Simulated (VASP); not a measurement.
Set up this calculation in VASP 6.6.1, as the native input.

```
Task                   : single point
Functional             : PBE
Dispersion             : D3(BJ)
Potentials or basis    : VASP PAW PBE potentials, release 64 (O, H, C)
Cutoff                 : 520 eV
k mesh                 : 1 × 1 × 1
Occupations            : fermi-dirac, width 0.02 eV
Spin                   : no spin polarisation
Dipole correction      : no
Further INCAR settings : LREAL = Auto; ALGO = Normal; EDIFF = 1e-06; NBANDS = 49
```

The structure of H16CO7 lies in POSCAR:

```
H16CO7
1.0
    6.2743050000      0.0000000000      0.0000000000
    0.0000000000      6.2743050000      0.0000000000
    0.0000000000      0.0000000000      6.2743050000
O H C
7 16 1
Direct
    0.2446007964      0.4317450299      0.3862579202
    0.7228848454      0.3558959917      0.9935124289
    0.8734194465      0.6039553385      0.3260759558
    0.0977797541      0.2361855217      0.7597494862
    0.6636272862     -0.0671150032      0.1521762171
    0.5369200254      0.6676755433      0.5619745932
    0.3690448584      0.5825983914      1.0102951642
    0.3380613470      0.5319154871      0.4682430962
    0.1030711768      0.5055540016      0.3708936687
    0.6084976742      0.4576124368      0.9441842563
    0.8358854088      0.3246096580      0.8829981966
    0.8330484412      0.5020954512      0.2079752259
    0.8469942089      0.7510632652      0.2527451248
    0.1373379203      0.2791863003      0.6098205299
    0.2180480547      0.2952677627      0.8404277446
    0.5742309308     -0.1745372595      0.0788294480
    0.6464142244      0.0634811346      0.0552889922
    0.5374778561      0.8241390879      0.5756175385
    0.6689505850      0.6407402892      0.4785071813
    0.2858802688      0.8348175615      0.8220193312
    0.3306979817      0.5284888127      1.1528288791
    0.0848699577      0.6494265102      0.8573698601
    0.1354731719      0.8279004607      1.0597667790
    0.2115453425      0.7296425660      0.9370121472
```

These files were run (other wordings do the same):

INCAR

```
SYSTEM = H16CO7
  PREC = Accurate
  ENCUT = 520
  EDIFF = 1E-6
  ISMEAR = -1
  SIGMA = 0.02
  LREAL = Auto
  LASPH = .True.
  NELM = 80
  ALGO = Normal
  ISIF = 2
  LWAVE = .False.
  LCHARG = .False.
  GGA = PE
  IVDW = 12
  NBANDS = 49
```

KPOINTS

```
Automatic mesh
0
Gamma
  1 1 1
  0 0 0
```

Potentials or basis: VASP PAW PBE potentials, release 64 (O, H, C).

Command:

```bash
$ cat potpaw_PBE.64/O/POTCAR potpaw_PBE.64/H/POTCAR potpaw_PBE.64/C/POTCAR > POTCAR
$ mpirun -np 1 vasp_gam > vasp.out
```

Results of the run:

```json
{"Pressure": "-0.6 GPa", "Largest force": "1.838 eV/Å", "Dispersion energy per atom": "-0.035 eV"}
```

Caveat: the k points lie up to 1.00 Å⁻¹ apart; the atoms stand as in a frame of molecular dynamics.

Wall time 35 s on 1 thread of Intel(R) Xeon(R) Platinum 8259CL CPU @ 2.50GHz (Skylake/Cascade Lake), with other jobs on the host, peak memory 0.3 GiB.
